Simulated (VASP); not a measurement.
**CdS: single point with PBE**

Sheet: CdS, a sheet with vacuum.

```
Cd S
1.0
     4.16197    0.00000    0.00000
     0.00000    4.16197    0.00000
     0.00000    0.00000   16.00000
Cd S
1 1
Direct
  0.50000 0.00000 0.54598
  0.50000 0.50000 0.45402
```

| Property | Result |
| --- | --- |
| Program | VASP 6.6.1 |
| Task | single point |
| Functional | PBE |
| Potentials or basis | VASP PAW PBE potentials, release 64 (Cd, S) |
| Cutoff | 520 eV |
| k mesh | 4 × 4 × 1 |
| Occupations | gaussian, width 0.1 eV |
| Spin | no spin polarisation |
| Dipole correction | yes |
| Further INCAR settings | ALGO = Normal; EDIFF = 1e-06; NBANDS = 16 |

```
Largest force          : 1.954 eV/Å
Band gap on the k mesh : 0.14 eV, direct
```

Forces in eV/Å, atoms in the order of the input:
```
Cd   0.000  0.000 -1.954
S    0.000  0.000  1.954
```

Levels at points of the mesh, in eV from the valence-band top:
```tsv
k point	band 6	band 7	band 8	band 9	band 10	band 11	band 12	band 13
(0.00, 0.00, 0.00)	-8.29	-3.13	-1.03	-0.34	0.17	2.64	3.79	5.37
(0.50, 0.00, 0.00)	-8.20	-2.47	-1.67	-0.91	0.95	2.17	4.26	5.00
(0.00, 0.50, 0.00)	-8.05	-3.97	-1.77	0.00	0.14	3.38	4.72	5.42
(0.50, 0.50, 0.00)	-8.03	-3.47	-1.55	-0.96	1.04	2.11	4.87	5.66
```

Run time: 24 s on 1 thread of Intel(R) Xeon(R) 6975P-C (Granite Rapids), with other jobs on the host, peak memory 0.34 GiB.
